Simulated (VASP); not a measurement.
# AlAs (F-43m) in VASP: notebook, part 2 of 2

VASP 6.6.1. The steps go on from the part before.

## 4. Single point, r2SCAN

This run uses another cell than the first one, of 22.90 Å³/atom, 1.063 times its volume.

File POSCAR:

```
AlAs
1.0
    0.0000000000      2.8398033913      2.8398033913
    2.8398033913      0.0000000000      2.8398033913
    2.8398033913      2.8398033913      0.0000000000
Al As
1 1
Direct
    0.0000000000      0.0000000000      0.0000000000
    0.2500000000      0.2500000000      0.2500000000
```

File INCAR.step1:

```
SYSTEM = AlAs
ALGO = Normal ; EDIFF = 1E-5
ENCUT = 550 ; GGA = PE
GGA_COMPAT = .False. ; ISMEAR = 0
LASPH = .True. ; LCHARG = .False.
LREAL = .False. ; LWAVE = .True.
NBANDS = 11 ; NELM = 120
PREC = Accurate ; SIGMA = 0.01
```

File INCAR.step2:

```
SYSTEM = AlAs
ALGO = Normal ; EDIFF = 1E-6
ENCUT = 550 ; GGA_COMPAT = .False.
ISIF = 2 ; ISMEAR = 0
ISTART = 1 ; LASPH = .True.
LCHARG = .False. ; LMIXTAU = .True.
LREAL = .False. ; LWAVE = .False.
METAGGA = R2SCAN ; NBANDS = 11
NELM = 120 ; PREC = Accurate
SIGMA = 0.01
```

File KPOINTS:

```
k-points
0
Gamma
  6 6 6
  0 0 0
```

Potentials or basis: VASP PAW PBE potentials, release 64 (Al, As).

On the command line:

```console
> cat potpaw_PBE.64/Al/POTCAR potpaw_PBE.64/As/POTCAR > POTCAR
> cp INCAR.step1 INCAR
> mpirun -np 1 vasp_std > vasp.out
> cp INCAR.step2 INCAR
> mpirun -np 1 vasp_std > vasp.out
```

OUTCAR:

```text
SYSTEM = AlAs
   EDIFF = 1E-6
   ENCUT = 550
   ISIF = 2
   ISMEAR = 0
   ISTART = 1
   LASPH = .True.
   LREAL = .False.
   METAGGA = R2SCAN
   NELM = 120
   PREC = Accurate

 ion  position               nearest neighbor table
   1  0.000  0.000  0.000-   2 2.46   2 2.46   2 2.46   2 2.46
   2  0.250  0.250  0.250-   1 2.46   1 2.46   1 2.46   1 2.46

  LATTYP: Found a face centered cubic cell.
 ALAT       =     5.6796067826

  Lattice vectors:

 A1 = (   0.0000000000,   2.8398033913,   2.8398033913)
 A2 = (   2.8398033913,   0.0000000000,   2.8398033913)
 A3 = (   2.8398033913,   2.8398033913,   0.0000000000)

Analysis of symmetry for initial positions (statically):
=====================================================================
 Subroutine PRICEL returns:
 Original cell was already a primitive cell.

 Routine SETGRP: Setting up the symmetry group for a
 face centered cubic supercell.

 Subroutine GETGRP returns: Found 24 space group operations
 (whereof 24 operations were pure point group operations)
 out of a pool of 48 trial point group operations.

The static configuration has the point symmetry T_d .

Analysis of symmetry for dynamics (positions and initial velocities):
=====================================================================
 Subroutine PRICEL returns:
 Original cell was already a primitive cell.

 Routine SETGRP: Setting up the symmetry group for a
 face centered cubic supercell.

 Subroutine GETGRP returns: Found 24 space group operations
 (whereof 24 operations were pure point group operations)
 out of a pool of 48 trial point group operations.

The dynamic configuration has the point symmetry T_d .

 Subroutine INISYM returns: Found 24 space group operations
 (whereof 24 operations are pure point group operations),
 and found     1 'primitive' translations

----------------------------------------------------------------------------------------

                                     Primitive cell

[... 108 lines left out ...]
   AEXX    =    0.0000 exact exchange contribution
   IVDW    =     0    specifies the selected vdW correction
   LEPSILON=     F    determine dielectric tensor
   LRPA    =     F    only Hartree local field effects (RPA)
 non-spin polarized calculation
 Gauss-broadening in eV      SIGMA  =   0.01
  energy-cutoff  :      550.00
  volume of cell :       45.80
 maximum number of plane-waves:      1363
   NGX = 15   NGY = 15   NGZ = 15

 number of electron       8.0000001 magnetization

 Free energy of the ion-electron system (eV)
  ---------------------------------------------------
  ext. energy  EPLUGINS =         0.00000000
  ---------------------------------------------------
  free energy    TOTEN  =       -22.68703384 eV

  energy without entropy =      -22.68703384  energy(sigma->0) =      -22.68703384

 E-fermi :   3.6483     XC(G=0):  -9.4076

 val. band max:        3.5849672691   @ k =   0.0000   0.0000   0.0000
 cond. band min:       5.3893831620   @ k =   0.5000   0.5000   0.0000
 fundamental gap:      1.8044158929
 Fermi energy:         3.6483044116

 k-point     1 :       0.0000    0.0000    0.0000
  band No.  band energies     occupation
      1      -8.6770      2.00000
      2       3.5850      2.00000
      3       3.5850      2.00000
      4       3.5850      2.00000
      5       6.2069      0.00000
      6       8.2751      0.00000
      7       8.2751      0.00000
      8       8.2751      0.00000
      9      13.0840      0.00000
     10      13.0840      0.00000
     11      13.2656      0.00000
[... 197 lines left out ...]
 k-point    16 :      -0.3333    0.5000    0.1667
  band No.  band energies     occupation
      1      -6.6210      2.00000
      2      -1.6731      2.00000
      3       0.6044      2.00000
      4       0.8719      2.00000
      5       7.1412      0.00000
      6       8.1238      0.00000
      7      11.2880      0.00000
      8      11.9712      0.00000
      9      14.9374      0.00000
     10      16.5355      0.00000
     11      16.9839      0.00000

------------------------ aborting loop because EDIFF is reached ----------------------------------------

  FORCE on cell =-STRESS in cart. coord.  units (eV):
  Direction    XX          YY          ZZ          XY          YZ          ZX
  --------------------------------------------------------------------------------------
  -------------------------------------------------------------------------------------
  Total       -0.0272928     -0.0272928     -0.0272928      0.0000000      0.0000000      0.0000000
  in kB       -0.9546922     -0.9546922     -0.9546922      0.0000000      0.0000000      0.0000000
  external PRESSURE =      -0.9546922 kB  Pullay stress =       0.0000000 kB

 VOLUME and BASIS-vectors are now :
 -----------------------------------------------------------------------------
  energy-cutoff  :      550.00
  volume of cell :       45.80
      direct lattice vectors                 reciprocal lattice vectors
     0.000000000  2.839803391  2.839803391    -0.176068527  0.176068527  0.176068527
     2.839803391  0.000000000  2.839803391     0.176068527 -0.176068527  0.176068527
     2.839803391  2.839803391  0.000000000     0.176068527  0.176068527 -0.176068527

 POSITION                                       TOTAL-FORCE (eV/Angst)
 -----------------------------------------------------------------------------------
      0.00000      0.00000      0.00000        -0.000000      0.000000     -0.000000
      1.41990      1.41990      1.41990         0.000000     -0.000000      0.000000
 -----------------------------------------------------------------------------------
    total drift:                                0.000000      0.000000      0.000000

  FREE ENERGIE OF THE ION-ELECTRON SYSTEM (eV)
  ---------------------------------------------------
  free  energy   TOTEN  =       -22.6870338420 eV

  energy  without entropy=      -22.6870338420  energy(sigma->0) =      -22.68703384
```

OSZICAR.step1:

```text
N       E                     dE             d eps       ncg     rms          rms(c)
DAV:   1     0.174493166357E+02    0.17449E+02   -0.31819E+03   352   0.581E+02
DAV:   2    -0.848361168312E+01   -0.25933E+02   -0.24967E+02   438   0.924E+01
DAV:   3    -0.958580983903E+01   -0.11022E+01   -0.11004E+01   458   0.190E+01
DAV:   4    -0.959310681918E+01   -0.72970E-02   -0.72966E-02   417   0.182E+00
DAV:   5    -0.959324654823E+01   -0.13973E-03   -0.13973E-03   426   0.250E-01    0.320E+00
DAV:   6    -0.940196747319E+01    0.19128E+00   -0.33900E-01   388   0.210E+00    0.186E+00
DAV:   7    -0.936883161843E+01    0.33136E-01   -0.16895E-01   406   0.161E+00    0.680E-01
DAV:   8    -0.936947988980E+01   -0.64827E-03   -0.11330E-02   382   0.500E-01    0.109E-01
DAV:   9    -0.936959571088E+01   -0.11582E-03   -0.41240E-04   421   0.116E-01    0.615E-02
DAV:  10    -0.936973375883E+01   -0.13805E-03   -0.18587E-04   381   0.727E-02    0.704E-03
DAV:  11    -0.936973746489E+01   -0.37061E-05   -0.20432E-05   417   0.194E-02
   1 F= -.93697375E+01 E0= -.93697375E+01  d E =-.126031E-48
```

Wall time 28 s (1 thread of AMD EPYC 9R45 (Zen 5), shared host); peak memory 0.15 GiB.

What came out:

| Property | Result |
| --- | --- |
| Free energy | -22.6870 eV |
| Pressure | -0.1 GPa |
| Band gap on the k mesh | 1.80 eV, indirect (least direct gap 2.62 eV) |

Levels at points of the mesh, in eV from the valence-band top:
```csv
k point,band 1,band 2,band 3,band 4,band 5,band 6,band 7,band 8
"(0.00, 0.00, 0.00)",-12.26,0.00,0.00,0.00,2.62,4.69,4.69,4.69
"(0.50, 0.00, 0.00)",-10.80,-5.65,-0.84,-0.84,2.61,5.09,5.09,8.37
"(0.50, 0.50, 0.00)",-10.23,-5.51,-2.22,-2.22,1.80,2.68,11.10,11.10
```

Caveat: the PAW data sets were made with another functional, which shifts forces and pressure a little. A k mesh can miss the band edges.

## 5. Summary

| cell | gap on the mesh (eV) | pressure (GPa) |
| --- | --- | --- |
| a = 3.935 Å, angles 60.0°, 2 atoms | 1.70 | 5.2 |
| a = 3.976 Å, angles 60.0°, 2 atoms | 1.76 | 2.4 |
| a = 4.016 Å, angles 60.0°, 2 atoms | 1.80 | -0.1 |

Alike in all rows: task single point; level r2SCAN; potentials or basis VASP PAW PBE potentials, release 64 (Al, As); no spin polarisation; k mesh 6 × 6 × 6; cutoff (eV) 550; smearing gaussian 0.01 eV.

Caveats: the PAW data sets were made with another functional, which shifts forces and pressure a little.

Absolute energies hang on the potentials; compare differences alone.
